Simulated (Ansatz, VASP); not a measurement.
## W in VASP and in Ansatz

```xyz
1
Lattice="2.6290 0.0000 0.0000 0.0000 2.6290 0.0000 0.0000 0.0000 2.6290" Properties=species:S:1:pos:R:3 pbc="T T T"
W     0.0000    0.0000    0.0000
```

Alike in both runs: task relaxation of cell and atoms; functional PBE; k mesh 16 × 16 × 16; occupations gaussian, width 0.1 eV; no spin polarisation.

|  | VASP | Ansatz |
| --- | --- | --- |
| version | VASP 6.6.1 | Ansatz 0.2.0 |
| potentials or method | VASP PAW PBE potentials, release 64 (W_sv), cutoff 600 eV | scalar-relativistic, plane waves, PAW |
| valence electrons in the cell | 14 | 14 |

```csv
,VASP,Ansatz,Ansatz less VASP
"gap on the k mesh at the Fermi level, each at its own relaxed structure (eV)",none,none,-
relaxed volume (Å³/atom),18.39,18.34,-0.049
relaxed cell length with the largest relative difference (Å),2.640,2.637,-0.0023
```

A gap of «none» marks a metal or a gap that the smearing closes.

Spin-orbit coupling is off throughout.
